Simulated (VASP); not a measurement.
Here is a VASP 6.6.1 calculation.

Contents of INCAR:

```
SYSTEM = ZrB2
  PREC = Accurate
  ENCUT = 600
  EDIFF = 1E-7
  ISMEAR = 0
  SIGMA = 0.05
  LREAL = .False.
  LASPH = .True.
  NELM = 100
  ALGO = Normal
  ISIF = 4
  LWAVE = .False.
  LCHARG = .False.
  GGA = PE
  IVDW = 13
  IBRION = 2
  NSW = 60
  EDIFFG = -0.01
```

Contents of KPOINTS:

```
Automatic mesh
0
Gamma
  8 8 8
  0 0 0
```

File POSCAR:

```
ZrB2
1.0
    3.1444048153      0.0000000000      0.0000000000
   -1.5722024076      2.7231344498      0.0000000000
    0.0000000000      0.0000000000      3.4833049258
Zr B
1 2
Direct
    0.0000000000      0.0000000000      0.0000000000
    0.3333333333      0.6666666667      0.5000000000
    0.6666666667      0.3333333333      0.5000000000
```

Potentials or basis: VASP PAW PBE potentials, release 64 (Zr_sv, B).

Run with:

```bash
$ cat potpaw_PBE.64/Zr_sv/POTCAR potpaw_PBE.64/B/POTCAR > POTCAR
$ mpirun -np 1 vasp_std > vasp.out
```

Q: Estimate the dispersion energy per atom.

A: -0.326 eV.

Q: Predict the band gap on the k mesh.

A: Zero (band 9 reaches 11.39 eV, above the bottom of band 10 at 10.82 eV).

Final structure:
```xyz
3
Lattice="3.1460 0.0000 0.0000 -1.5730 2.7245 0.0000 0.0000 0.0000 3.4798" Properties=species:S:1:pos:R:3 pbc="T T T"
Zr    0.0000    0.0000    0.0000
B     0.0000    1.8163    1.7399
B     1.5730    0.9082    1.7399
```
